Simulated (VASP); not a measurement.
Write the native input for VASP 6.6.1 that does the following.

| Item | Value |
| --- | --- |
| Task | relaxation of cell and atoms |
| Functional | PBE |
| Potentials or basis | VASP PAW PBE potentials, release 64 (Pt) |
| Cutoff | 600 eV |
| k mesh | 13 × 13 × 13 |
| Occupations | methfessel-paxton, width 0.1 eV |
| Spin | no spin polarisation |
| Dipole correction | no |
| Further INCAR settings | ALGO = Normal; EDIFF = 1e-06; IBRION = 2; EDIFFG = -0.03; NSW = 80; ISIF = 3 |

The structure of Pt lies in POSCAR:

```
Pt
1.0
    0.0000000000      1.9609000000      1.9609000000
    1.9609000000      0.0000000000      1.9609000000
    1.9609000000      1.9609000000      0.0000000000
Pt
1
Direct
    0.0000000000      0.0000000000      0.0000000000
```

These files were run (other wordings do the same):

INCAR

```
SYSTEM = Pt
  ALGO = Normal
  EDIFF = 1E-6
  EDIFFG = -0.03
  ENCUT = 600
  GGA = PE
  IBRION = 2
  ISIF = 3
  ISMEAR = 1
  LASPH = .TRUE.
  LCHARG = .FALSE.
  LREAL = .FALSE.
  LWAVE = .FALSE.
  NELM = 60
  NSW = 80
  PREC = Accurate
  SIGMA = 0.1
```

KPOINTS

```
k-points
0
G
  13 13 13
  0 0 0
```

Potentials or basis: VASP PAW PBE potentials, release 64 (Pt).

Launch:

```sh
$ cat potpaw_PBE.64/Pt/POTCAR > POTCAR
$ mpirun -np 1 vasp_std > vasp.out
```

Results of the run:

```
Relaxed volume                         : 15.62 Å³/atom
Relaxed cell                           : a = 2.806 Å, b = 2.806 Å, c = 2.806 Å, α = 60.00°, β = 60.00°, γ = 60.00°
Space group after relaxing (to 0.05 Å) : Fm-3m (No. 225)
Energy gained by relaxing              : 14.8 meV/atom
Ionic steps                            : 3
Pressure after relaxing                : -0.3 GPa
Band gap on the k mesh                 : zero (band 5 reaches 10.98 eV, above the bottom of band 6 at 8.94 eV)
```

Caveat: spin-orbit coupling is left out, which moves the levels of the heavy elements.

Run time: 42 s on 1 thread of Intel(R) Xeon(R) Platinum 8124M CPU @ 3.00GHz (Skylake/Cascade Lake), on a shared host, peak memory 0.15 GiB.
